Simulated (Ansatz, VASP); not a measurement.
## KGeO in VASP and in Ansatz

```xyz
3
Lattice="3.9059 0.0000 0.0000 -1.9529 3.3826 0.0000 0.0000 0.0000 7.2153" Properties=species:S:1:pos:R:3 pbc="T T T"
K     0.0000    0.0000    1.6943
Ge    0.0000    0.0000    4.8823
O     0.0000    0.0000    6.5732
```

Alike in both runs: functional PBE; k mesh 12 × 12 × 8; occupations gaussian, width 0.1 eV; no spin polarisation.

Ansatz relaxed the structure, and its values are those at the end. VASP's run is a single point on that final structure, the one shown.

|  | VASP | Ansatz |
| --- | --- | --- |
| version | VASP 6.6.1 | Ansatz 0.2.0 |
| potentials or method | VASP PAW PBE potentials, release 64 (K_sv, Ge_d, O), cutoff 520 eV | scalar-relativistic, plane waves, PAW |
| valence electrons in the cell | 29 | 29 |

Ansatz gave:

| Property | Result |
| --- | --- |
| gap on the k mesh at the Fermi level (eV) | none |
| pressure (GPa) | 0.0 |
| rms of the force components (eV/Å) | 0.002 |

Problem. What did VASP give for the same quantities?

Solution. gap on the k mesh at the Fermi level (eV): none; pressure (GPa): -0.1; rms of the force components (eV/Å): 0.036.

A gap of «none» marks a metal or a gap that the smearing closes. With one functional, cell and mesh, what is left measures potentials, basis and numerics.
